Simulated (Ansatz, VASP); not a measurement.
Two plane-wave programs on Pt

```
CELL_PARAMETERS angstrom
2.78325 0.00000 0.00000
-1.39163 2.41037 0.00000
0.00000 0.00000 9.35688
ATOMIC_POSITIONS crystal
Pt 0.00000 0.00000 0.00000
Pt 0.00000 0.00000 0.50000
Pt 0.33333 0.66667 0.25000
Pt 0.66667 0.33333 0.75000
```

Alike in both runs: functional PBE; k mesh 13 × 13 × 4; occupations fermi-dirac, width 0.05 eV; collinear spin.

Ansatz relaxed the structure, and its values are those at the end. VASP's run is a single point on that final structure, the one shown.

```csv
,VASP,Ansatz
version,VASP 6.6.1,Ansatz 0.2.0
potentials or method,"VASP PAW PBE potentials, release 64 (Pt), cutoff 520 eV","plane waves (420 eV) with PAW, scalar-relativistic"
valence electrons in the cell,40,72
```

Ansatz gave:

```
pressure (GPa)           : 0.0
net moment per atom (μB) : 0.00
```

Estimate VASP's values.

pressure (GPa): -0.5; net moment per atom (μB): 0.00.

VASP's potentials hold 40 valence electrons a cell and Ansatz's 72, so a difference there can come from the potentials and not from the codes. Ansatz's warnings: seeded moment not kept.

Spin-orbit coupling is off throughout.
